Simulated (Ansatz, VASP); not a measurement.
## Cu in VASP and in Ansatz

```xyz
2
Lattice="2.5974 0.0000 0.0000 -1.2987 2.2495 0.0000 0.0000 0.0000 4.1126" Properties=species:S:1:pos:R:3 pbc="T T T"
Cu    0.0000    1.4996    1.0281
Cu    1.2987    0.7498    3.0844
```

Change from the starting cell: strain +0.025 along x and y, +0.000 along z, atoms carried along.

Alike in both runs: task single point; functional PBEsol; k mesh 24 × 24 × 12; occupations gaussian, width 0.15 eV; no spin polarisation.

```csv
,VASP,Ansatz
version,VASP 6.6.1,Ansatz 0.2.0
potentials or method,"VASP PAW PBE potentials, release 64 (Cu), cutoff 520 eV","scalar-relativistic, plane waves, PAW"
valence electrons in the cell,22,38
```

VASP gave:

- gap on the k mesh at the Fermi level (eV): none
- pressure (GPa): -7.7
- traceless stress, the component that is largest in VASP (GPa): 3.62

Which values does Ansatz return?

gap on the k mesh at the Fermi level (eV): none; pressure (GPa): -8.4; traceless stress, the component that is largest in VASP (GPa): 3.62.

VASP's potentials were made for PBE, not for PBEsol. A gap of «none» marks a metal or a gap that the smearing closes. VASP's potentials hold 22 valence electrons a cell and Ansatz's 38, so a difference there can come from the potentials and not from the codes.
